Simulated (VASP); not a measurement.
# Si16N (a cell with a defect) in VASP: single point with PBE

Aim: the single point of Si16N (a cell with a defect) with PBE.

Everything below comes from runs of VASP 6.6.1. Logs are shortened: lines on timing, memory, paths and dates and some standing lists are left out, and cuts for length are marked.

## (1) The cell of the first run

The cell holds a defect, 17 atoms: a = 7.679 Å, b = 7.679 Å, c = 7.679 Å, α = 60.00°, β = 60.00°, γ = 60.00°.

## (2) Single point, PBE, collinear spin, ferromagnetic start

The input, INCAR:

```
SYSTEM = Si16N
ALGO     = Normal         ! electronic algorithm
EDIFF    = 1E-7           ! SCF threshold, eV
ENCUT    = 520            ! plane-wave cutoff, eV
GGA      = PE             ! functional
ISIF     = 2              ! what is computed and relaxed
ISMEAR   = -1             ! smearing method
ISPIN    = 2              ! spin polarisation
LASPH    = .True.         ! aspherical terms in the spheres
LCHARG   = .False.        ! write CHGCAR
LORBIT   = 11             ! projections on sites
LREAL    = Auto         
LWAVE    = .False.        ! write WAVECAR
MAGMOM   = 0 0 0 0 0 0 0 0 0 0 0 0 0 0 0 0 1 ! initial moments
NBANDS   = 52             ! bands
NELM     = 150            ! most SCF steps
PREC     = Accurate       ! precision mode
SIGMA    = 0.05           ! smearing width, eV
```

The input, KPOINTS:

```
k-points
0
Gamma
  2 2 2
  0 0 0
```

The input, POSCAR:

```
Si16N
1.0
    0.0000000000      5.4300000000      5.4300000000
    5.4300000000      0.0000000000      5.4300000000
    5.4300000000      5.4300000000      0.0000000000
Si N
16 1
Direct
    0.0528716045     -0.0018587918     -0.0255270117
    0.1058358740      0.1285917231      0.1592881586
    0.0149269268     -0.0451283751      0.5150770073
    0.1058342927      0.1285685258      0.6062457855
   -0.0059476290      0.4993262258      0.0122123065
    0.1327945591      0.6240041753      0.1215858784
   -0.0059358447      0.4992847939      0.4943920800
    0.1396991485      0.5806144127      0.6398194544
    0.4740561280     -0.0018087770     -0.0256509261
    0.6340369258      0.0965286233      0.1347157278
    0.4740401177     -0.0017909799      0.5533793493
    0.6591172876      0.1285085065      0.6061697341
    0.5080476452      0.4752158173      0.0083416727
    0.6212635699      0.6240745015      0.1215291955
    0.5120859579      0.4992201129      0.4943316173
    0.6212646458      0.6240925131      0.6330806410
    0.3254707903      1.0224474928      0.8260361293
```

Potentials or basis: VASP PAW PBE potentials, release 64 (Si, N).

Command:

```bash
> cat potpaw_PBE.64/Si/POTCAR potpaw_PBE.64/N/POTCAR > POTCAR
> mpirun -np 1 vasp_std > vasp.out
```

OUTCAR:

```text
SYSTEM = Si16N
   EDIFF = 1E-7
   ENCUT = 520
   GGA = PE
   ISIF = 2
   ISMEAR = -1
   ISPIN = 2
   LASPH = .True.
   LORBIT = 11
   LREAL = Auto
   NELM = 150
   PREC = Accurate

 ion  position               nearest neighbor table
   1  0.053  0.998  0.974-  17 1.87   4 2.36   2 2.36   6 2.36  10 2.64
   2  0.106  0.129  0.159-   3 2.26   5 2.33   1 2.36   9 2.36
   3  0.015  0.955  0.515-   4 2.26   2 2.26  12 2.26   8 2.35
   4  0.106  0.129  0.606-   3 2.26   7 2.33   1 2.36  11 2.36
   5  0.994  0.499  0.012-   2 2.33  14 2.34   6 2.34   8 2.35
   6  0.133  0.624  0.122-   5 2.34   7 2.34  13 2.36   1 2.36
   7  0.994  0.499  0.494-   4 2.33  16 2.34   6 2.34   8 2.35
   8  0.140  0.581  0.640-   3 2.35  15 2.35   7 2.35   5 2.35
   9  0.474  0.998  0.974-  17 1.87  12 2.36   2 2.36  14 2.36  10 2.64
  10  0.634  0.097  0.135-  13 2.37  11 2.64   9 2.64   1 2.64
  11  0.474  0.998  0.553-  17 1.87  12 2.36   4 2.36  16 2.36  10 2.64
  12  0.659  0.129  0.606-   3 2.26  15 2.33  11 2.36   9 2.36
  13  0.508  0.475  0.008-   6 2.36  14 2.36  16 2.36  10 2.37
  14  0.621  0.624  0.122-   5 2.34  15 2.34  13 2.36   9 2.36
  15  0.512  0.499  0.494-  12 2.33  16 2.34  14 2.34   8 2.35
  16  0.621  0.624  0.633-   7 2.34  15 2.34  13 2.36  11 2.36
  17  0.325  0.022  0.826-   1 1.87   9 1.87  11 1.87

  LATTYP: Found a face centered cubic cell.
 ALAT       =    10.8600000000

  Lattice vectors:

 A1 = (   0.0000000000,   5.4300000000,   5.4300000000)
 A2 = (   5.4300000000,   0.0000000000,   5.4300000000)
 A3 = (   5.4300000000,   5.4300000000,   0.0000000000)

Analysis of symmetry for initial positions (statically):
=====================================================================
 Subroutine PRICEL returns:
 Original cell was already a primitive cell.

 Routine SETGRP: Setting up the symmetry group for a
 face centered cubic supercell.

 Subroutine GETGRP returns: Found  1 space group operations
 (whereof  1 operations were pure point group operations)
 out of a pool of 48 trial point group operations.

The static configuration has the point symmetry C_1 .

Analysis of symmetry for dynamics (positions and initial velocities):
=====================================================================
 Subroutine PRICEL returns:
 Original cell was already a primitive cell.

 Routine SETGRP: Setting up the symmetry group for a
 face centered cubic supercell.

 Subroutine GETGRP returns: Found  1 space group operations
 (whereof  1 operations were pure point group operations)
 out of a pool of 48 trial point group operations.

The dynamic configuration has the point symmetry C_1 .

Analysis of structural, dynamic, and magnetic symmetry:
=====================================================================
 Subroutine PRICEL returns:
 Original cell was already a primitive cell.

 Routine SETGRP: Setting up the symmetry group for a
 face centered cubic supercell.

 Subroutine GETGRP returns: Found  1 space group operations
 (whereof  1 operations were pure point group operations)
 out of a pool of 48 trial point group operations.

The overall configuration has the point symmetry C_1 .

 Subroutine INISYM returns: Found  1 space group operations
 (whereof  1 operations are pure point group operations),
 and found     1 'primitive' translations

----------------------------------------------------------------------------------------

                                     Primitive cell

  volume of cell :     320.2060

  direct lattice vectors                    reciprocal lattice vectors
     0.000000000  5.430000000  5.430000000    -0.092081031  0.092081031  0.092081031
     5.430000000  0.000000000  5.430000000     0.092081031 -0.092081031  0.092081031
     5.430000000  5.430000000  0.000000000     0.092081031  0.092081031 -0.092081031

  length of vectors
     7.679179644  7.679179644  7.679179644     0.159489025  0.159489025  0.159489025

  position of ions in fractional coordinates (direct lattice)
     0.052871604  0.998141208  0.974472988
     0.105835874  0.128591723  0.159288159
     0.014926927  0.954871625  0.515077007
     0.105834293  0.128568526  0.606245786
     0.994052371  0.499326226  0.012212306
     0.132794559  0.624004175  0.121585878
[... 9 lines left out ...]
     0.621264646  0.624092513  0.633080641
[... 64 lines left out ...]
   NGX,Y,Z   is equivalent  to a cutoff of  12.99, 12.99, 12.99 a.u.
   NGXF,Y,Z  is equivalent  to a cutoff of  25.98, 25.98, 25.98 a.u.
 SYSTEM =  Si16N
   PREC   = accura    normal or accurate (medium, high low for compatibility)
   ISTART =      0    job   : 0-new  1-cont  2-samecut
   ICHARG =      2    charge: 1-file 2-atom 10-const
   ISPIN  =      2    spin polarized calculation?
   LNONCOLLINEAR =      F non collinear calculations
   LSORBIT =      F    spin-orbit coupling
   LASPH  =      T    aspherical Exc in radial PAW
   ENCUT  =  520.0 eV  38.22 Ry    6.18 a.u.  14.28 14.28 14.28*2*pi/ulx,y,z
   NELM   =    150;   NELMIN=  2; NELMDL= -5     # of ELM steps
   EDIFF  = 0.1E-06   stopping-criterion for ELM
   LREAL  =      T    real-space projection
   EDIFFG = 0.1E-05   stopping-criterion for IOM
   NSW    =      0    number of steps for IOM
   IBRION =     -1    ionic relax: 0-MD 1-quasi-New 2-CG
   NFREE  =      0    steps in history (QN), initial steepest desc. (CG)
   ISIF   =      2    stress and relaxation
   ISYM   =      2    0-nonsym 1-usesym 2-fastsym
   POTIM  = 0.5000    time-step for ionic-motion
   TEBEG  =    0.0;   TEEND  =   0.0 temperature during run
   PSTRESS=    0.0 pullay stress
   NELECT =      69.0000    total number of electrons
   NUPDOWN=      -1.0000    fix difference up-down
   EMIN   =  10.00;   EMAX   =-10.00  energy-range for DOS
   EFERMI =   0.00;   METHOD = LEGACY
   ISMEAR =    -1;   SIGMA  =   0.05  broadening in eV -4-tet -1-fermi 0-gaus
   EFERMI_NEDOS =   21; number of points for ismear=-14 and -15
   IALGO  =     38    algorithm
   IMIX   =      4    mixing-type and parameters
     AMIX     =   0.40;   BMIX     =  1.00
     AMIX_MAG =   1.60;   BMIX_MAG =  1.00
  volume/ion in A,a.u.               =      18.84       127.11
  Fermi-wavevector in a.u.,A,eV,Ry     =   0.981480  1.854728 13.106528  0.963303
  Thomas-Fermi vector in A             =   2.112490
   LORBIT       =     11    0 simple, 1 ext, 2 COOP (PROOUT), +10 PAW based schemes
   GGA     = PE    functional components
   LHFCALC =     F    Hartree Fock is set to
   AEXX    =    0.0000 exact exchange contribution
   IVDW    =     0    specifies the selected vdW correction
   LEPSILON=     F    determine dielectric tensor
   LRPA    =     F    only Hartree local field effects (RPA)
 spin polarized calculation
  energy-cutoff  :      520.00
  volume of cell :      320.21
 maximum number of plane-waves:      8646
 NGX is ok and might be reduce to    60
   NGX = 29   NGY = 29   NGZ = 29

 number of electron      68.9999999 magnetization      -0.0000662

 number of electron      68.9999999 magnetization       0.0000151

 Free energy of the ion-electron system (eV)
  ---------------------------------------------------
  ext. energy  EPLUGINS =         0.00000000
  ---------------------------------------------------
  free energy    TOTEN  =       -91.14407142 eV

  energy without entropy =      -91.11335337  energy(sigma->0) =      -91.12871240

 E-fermi :   5.8219     XC(G=0):  -9.5668

 val. band max:        5.7714148407   @ k =   0.0000   0.0000   0.5000
 cond. band min:       6.2296152962   @ k =   0.0000   0.0000   0.0000
 fundamental gap:      0.4582004555
 Fermi energy:         5.8219179816

 spin component 1

 k-point     1 :       0.0000    0.0000    0.0000
  band No.  band energies     occupation
      1      -9.8999      1.00000
      2      -5.5848      1.00000
      3      -4.0878      1.00000
      4      -4.0876      1.00000
      5      -3.7884      1.00000
      6      -3.0575      1.00000
[... 381 lines left out ...]
     45      10.0830      0.00000
     46      10.3234      0.00000
 Fermi energy:         5.8219179816

 spin component 2

 k-point     1 :       0.0000    0.0000    0.0000
  band No.  band energies     occupation
      1      -9.8999      1.00000
      2      -5.5848      1.00000
      3      -4.0878      1.00000
      4      -4.0876      1.00000
      5      -3.7884      1.00000
      6      -3.0575      1.00000
[... 381 lines left out ...]
     45      10.0830      0.00000
     46      10.3234      0.00000
 [bands above 46 left out]

------------------------ aborting loop because EDIFF is reached ----------------------------------------

  FORCE on cell =-STRESS in cart. coord.  units (eV):
  Direction    XX          YY          ZZ          XY          YZ          ZX
  --------------------------------------------------------------------------------------
  -------------------------------------------------------------------------------------
  Total        6.5749710      6.5755938      6.5781236      0.1616971      0.1601194     -0.1576042
  in kB       32.8984126     32.9015287     32.9141864      0.8090650      0.8011705     -0.7885857
  external PRESSURE =      32.9047092 kB  Pullay stress =       0.0000000 kB

 VOLUME and BASIS-vectors are now :
 -----------------------------------------------------------------------------
  energy-cutoff  :      520.00
  volume of cell :      320.21
      direct lattice vectors                 reciprocal lattice vectors
     0.000000000  5.430000000  5.430000000    -0.092081031  0.092081031  0.092081031
     5.430000000  0.000000000  5.430000000     0.092081031 -0.092081031  0.092081031
     5.430000000  5.430000000  0.000000000     0.092081031  0.092081031 -0.092081031

 POSITION                                       TOTAL-FORCE (eV/Angst)
 -----------------------------------------------------------------------------------
     10.71130      5.57848      5.70700        -0.001293      0.001148      0.002851
      1.56319      1.43962      1.27294        -0.007824     -0.001887      0.002404
      7.98182      2.87792      5.26601         0.004710     -0.006023      0.004543
      3.99004      3.86659      1.27281         0.002664      0.008648      0.002671
      2.77765      5.46402      8.10905        -0.007316      0.006670     -0.005502
      4.04855      1.38129      4.10942         0.001221     -0.000764     -0.003238
[... 9 lines left out ...]
      6.82645      6.81109      6.76229        -0.002452      0.000437     -0.000728
      4.60727      6.25268      1.88920         0.006511     -0.006784      0.007603
 -----------------------------------------------------------------------------------
    total drift:                               -0.004791      0.005170     -0.002615

  FREE ENERGIE OF THE ION-ELECTRON SYSTEM (eV)
  ---------------------------------------------------
  free  energy   TOTEN  =       -91.1440714200 eV

  energy  without entropy=      -91.1133533746  energy(sigma->0) =      -91.12871240

 total charge

# of ion       s       p       d       tot
------------------------------------------
    1        0.735   0.910   0.000   1.645
    2        0.777   0.920   0.000   1.697
    3        0.752   1.011   0.000   1.763
    4        0.777   0.920   0.000   1.697
    5        0.741   0.956   0.000   1.698
    6        0.749   0.945   0.000   1.695
[... 9 lines left out ...]
   16        0.749   0.945   0.000   1.695
   17        1.294   2.433   0.000   3.727
--------------------------------------------------
tot         13.387  17.272   0.000  30.658

 magnetization (x)

# of ion       s       p       d       tot
------------------------------------------
    1       -0.000  -0.000   0.000  -0.000
    2       -0.000   0.000   0.000  -0.000
    3        0.000   0.000   0.000   0.000
    4       -0.000   0.000   0.000   0.000
    5        0.000   0.000   0.000   0.000
    6        0.000   0.000   0.000   0.000
[... 9 lines left out ...]
   16        0.000   0.000   0.000   0.000
   17        0.000   0.000   0.000   0.000
--------------------------------------------------
tot          0.000   0.000   0.000   0.000
```

Run time: 8.6 min. Hardware: 1 thread of AMD EPYC 7R13 (Zen 3), shared host; peak memory 0.69 GiB.

Results:

| Item | Value |
| --- | --- |
| Free energy | -91.1441 eV |
| Pressure | 3.3 GPa |
| Largest force | 0.013 eV/Å |
| Net moment | 0.00 μB per cell |
| Valence electrons inside the program's atomic spheres | Si 1.65, 1.70, 1.76, 1.69, 1.58 (each value once); N 3.73 |

Forces on the atoms (eV/Å):
```
Si  -0.001  0.001  0.003
Si  -0.008 -0.002  0.002
Si   0.005 -0.006  0.005
Si   0.003  0.009  0.003
Si  -0.007  0.007 -0.006
Si   0.001 -0.001 -0.003
Si  -0.006  0.005 -0.005
Si   0.009 -0.008  0.006
Si  -0.001 -0.002 -0.001
Si   0.001 -0.001  0.005
Si   0.002  0.002 -0.001
Si   0.002 -0.002 -0.010
Si   0.002 -0.001  0.002
Si   0.000  0.002 -0.001
Si  -0.004  0.004 -0.005
Si  -0.002  0.000 -0.001
N    0.007 -0.007  0.008
```

Levels at points of the mesh, in eV from the Fermi level:
Spin up:
```csv
k point,band 31,band 32,band 33,band 34,band 35,band 36,band 37,band 38,band 39,band 40
"(0.00, 0.00, 0.00)",-0.80,-0.11,-0.11,0.41,0.66,0.66,1.10,1.10,1.12,1.12
"(0.50, 0.00, 0.00)",-1.23,-0.65,-0.50,-0.46,-0.05,1.56,1.61,1.64,1.88,1.93
"(0.00, 0.50, 0.00)",-0.79,-0.79,-0.52,-0.52,0.78,0.78,1.61,1.63,1.63,1.88
"(0.00, 0.00, 0.50)",-1.23,-0.65,-0.50,-0.46,-0.05,1.56,1.61,1.64,1.88,1.93
"(0.50, 0.50, 0.50)",-1.23,-0.65,-0.50,-0.46,-0.05,1.56,1.61,1.64,1.88,1.93
"(0.50, 0.50, 0.00)",-1.25,-1.10,-1.00,-0.64,-0.27,1.34,1.50,1.67,2.56,2.73
"(0.00, 0.50, 0.50)",-1.25,-1.10,-1.00,-0.64,-0.27,1.34,1.50,1.67,2.56,2.73
"(0.50, 0.00, 0.50)",-1.25,-1.10,-1.00,-0.64,-0.27,1.34,1.50,1.67,2.56,2.73
```
Spin down:
| k point | band 32 | band 33 | band 34 | band 35 | band 36 | band 37 | band 38 | band 39 |
| --- | --- | --- | --- | --- | --- | --- | --- | --- |
| (0.00, 0.00, 0.00) | -0.11 | -0.11 | 0.41 | 0.66 | 0.66 | 1.10 | 1.10 | 1.12 |
| (0.50, 0.00, 0.00) | -0.65 | -0.50 | -0.46 | -0.05 | 1.56 | 1.61 | 1.64 | 1.88 |
| (0.00, 0.50, 0.00) | -0.79 | -0.52 | -0.52 | 0.78 | 0.78 | 1.61 | 1.63 | 1.63 |
| (0.00, 0.00, 0.50) | -0.65 | -0.50 | -0.46 | -0.05 | 1.56 | 1.61 | 1.64 | 1.88 |
| (0.50, 0.50, 0.50) | -0.65 | -0.50 | -0.46 | -0.05 | 1.56 | 1.61 | 1.64 | 1.88 |
| (0.50, 0.50, 0.00) | -1.10 | -1.00 | -0.64 | -0.27 | 1.34 | 1.50 | 1.67 | 2.56 |
| (0.00, 0.50, 0.50) | -1.10 | -1.00 | -0.64 | -0.27 | 1.34 | 1.50 | 1.67 | 2.56 |
| (0.50, 0.00, 0.50) | -1.10 | -1.00 | -0.64 | -0.27 | 1.34 | 1.50 | 1.67 | 2.56 |

Caveat: the k points lie up to 0.50 Å⁻¹ apart.
